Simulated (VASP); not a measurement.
Write the native input for VASP 6.6.1 that does the following.

| Quantity | Value |
| --- | --- |
| Task | single point |
| Functional | PBE |
| Potentials or basis | VASP PAW PBE potentials, release 64 (Ba_sv, Ti_sv, O) |
| Cutoff | 520 eV |
| k mesh | 6 × 6 × 4 |
| Occupations | gaussian, width 0.05 eV |
| Spin | no spin polarisation |
| Hubbard terms | Ti d U = 4.0 eV |
| Dipole correction | no |
| Further INCAR settings | ALGO = Normal; EDIFF = 1e-06; NBANDS = 51 |

The structure of BaTiO3 lies in POSCAR:

```
BaTiO3
1.0
    2.8603720851      1.6514365933      2.3460535783
   -2.8603720851      1.6514365933      2.3460535783
    0.0000000000     -6.6057463733      4.6921071566
Ba Ti O
2 2 6
Direct
    0.0027385099      0.0027521191      0.0012746456
    0.0027385099      0.0027521191      0.5012746456
    0.5123857779      0.5122889453      0.2568650674
    0.5123857779      0.5122889453      0.7568650674
    0.4929682559      0.4936771487      0.4970668465
    0.4929682559      0.4936771487      0.9970668465
    0.4935859866      0.9761977430      0.2418661675
    0.4935859866      0.9761977430      0.7418661675
    0.9774014852      0.4942537330      0.2418458531
    0.9774014852      0.4942537330      0.7418458531
```

This cell differs from its parent crystal: mode 26 (455.9 1/cm) frozen in, largest displacement +0.050 Å.

These files were run (other wordings do the same):

INCAR

```
SYSTEM = BaTiO3
  ALGO = Normal
  EDIFF = 1E-6
  ENCUT = 520
  GGA = PE
  ISIF = 2
  ISMEAR = 0
  LASPH = .TRUE.
  LCHARG = .TRUE.
  LDAU = .TRUE.
  LDAUJ = 0 0 0
  LDAUL = -1 2 -1
  LDAUPRINT = 1
  LDAUTYPE = 2
  LDAUU = 0 4 0
  LELF = .TRUE.
  LMAXMIX = 4
  LREAL = .FALSE.
  LVHAR = .TRUE.
  LWAVE = .FALSE.
  NBANDS = 51
  NELM = 150
  PREC = Accurate
  SIGMA = 0.05
```

KPOINTS

```
k-points
0
G
  6 6 4
  0 0 0
```

Potentials or basis: VASP PAW PBE potentials, release 64 (Ba_sv, Ti_sv, O).

Launch:

```sh
$ cat potpaw_PBE.64/Ba_sv/POTCAR potpaw_PBE.64/Ti_sv/POTCAR potpaw_PBE.64/O/POTCAR > POTCAR
$ mpirun -np 1 vasp_std > vasp.out
```

It gave:

The pressure is 3.7 GPa and the largest force is 0.854 eV/Å. The band gap on the k mesh is 2.61 eV.

Caveat: the cell differs from its parent crystal (mode 26 (455.9 1/cm) frozen in, largest displacement +0.050 Å); spin-orbit coupling is left out, which moves the levels of the heavy elements.

Wall time 19 min on 1 thread of Intel Xeon 8259CL, with other jobs on the host, peak memory 0.52 GiB.
